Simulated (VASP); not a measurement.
A run of VASP 6.6.1 is set up as follows.

File INCAR:

```
  ALGO = Normal
  EDIFF = 1E-6
  ENCUT = 600
  GGA = PE
  GGA_COMPAT = F
  ISIF = 2
  ISMEAR = 0
  LASPH = T
  LCHARG = F
  LREAL = F
  LWAVE = F
  NBANDS = 11
  NELM = 120
  PREC = Accurate
  SIGMA = 0.01
```

File KPOINTS:

```
k-points
0
Gamma
  4 4 4
```

File POSCAR:

```
AlN
1.0
    0.0000000000      2.1839935000      2.1839935000
    2.1839935000      0.0000000000      2.1839935000
    2.1839935000      2.1839935000      0.0000000000
Al N
1 1
Direct
    0.0000000000      0.0000000000      0.0000000000
    0.2500000000      0.2500000000      0.2500000000
```

Potentials or basis: VASP PAW PBE potentials, release 64 (Al, N).

Run with:

```console
$ cat potpaw_PBE.64/Al/POTCAR potpaw_PBE.64/N/POTCAR > POTCAR
$ mpirun -np 1 vasp_std > vasp.out
```

Task: What does it give for the pressure?

Result: 4.5 GPa.

Task: What does it give for the band gap on the k mesh?

Result: 3.29 eV (least direct gap 4.18 eV).

Caveat: the k points lie up to 0.62 Å⁻¹ apart. A k mesh can miss the band edges.
